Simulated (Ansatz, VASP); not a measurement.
## Nb: VASP beside Ansatz

INCAR

```
ALGO = Normal
EDIFF = 1E-8
ENCUT = 520
GGA = PS
ISIF = 2
ISMEAR = -1
LASPH = T
LCHARG = F
LEFG = T
LREAL = F
LWAVE = F
NBANDS = 12
NELM = 80
PREC = Accurate
SIGMA = 0.08
```

The input KPOINTS:

```
k-points
0
Gamma
  13 13 13
```

POSCAR

```
Nb
1.0
    0.0000000000      2.1150000000      2.1361500000
    2.1150000000      0.0000000000      2.1361500000
    2.1150000000      2.1150000000      0.0000000000
Nb
1
Direct
    0.0000000000      0.0000000000      0.0000000000
```

Input for Ansatz:

```yaml
crystal:
  lattice:
    - [0.0, 2.115, 2.13615]
    - [2.115, 0.0, 2.13615]
    - [2.115, 2.115, 0.0]
  atoms:
    - { symbol: Nb, position: [0.0, 0.0, 0.0] }
kpoints:
  mp_grid: { grid: [13, 13, 13] }
scf:
  occupations: { method: fermi_dirac, width: 0.08 }
hamiltonian:
  xc: pbesol
  pseudopotentials: { kind: paw }
output:
  forces: true
  stress: true
  eigenvalues: true
  efg: { contact_densities: true }
```

Change from the starting cell: zz strain of +1 %, PAW files.

Alike in both runs: task electric field gradients; functional PBEsol; k mesh 13 × 13 × 13; occupations fermi-dirac, width 0.08 eV; no spin polarisation.

|  | VASP | Ansatz |
| --- | --- | --- |
| version | VASP 6.6.1 | Ansatz 0.2.0 |
| potentials or method | VASP PAW PBE potentials, release 64 (Nb_sv) | PAW with Ansatz's default frozen-core files, scalar-relativistic |
| plane-wave cutoff (eV) | 520 | 420 |
| valence electrons in the cell | 13 | 13 |

Ansatz gave:

```
pressure (GPa)                                                : -8.1
traceless stress, the component that is largest in VASP (GPa) : 1.62
size of Vzz on the site where it differs most (V/Å²)          : 5.5
```

What did VASP give for the same quantities?

Pressure (GPa): -8.4; traceless stress, the component that is largest in VASP (GPa): 1.60; size of Vzz on the site where it differs most (V/Å²): 5.5.

VASP's potentials were made for PBE, not for PBEsol. The functional is the same, so the differences come from potentials, cutoffs and numerics.
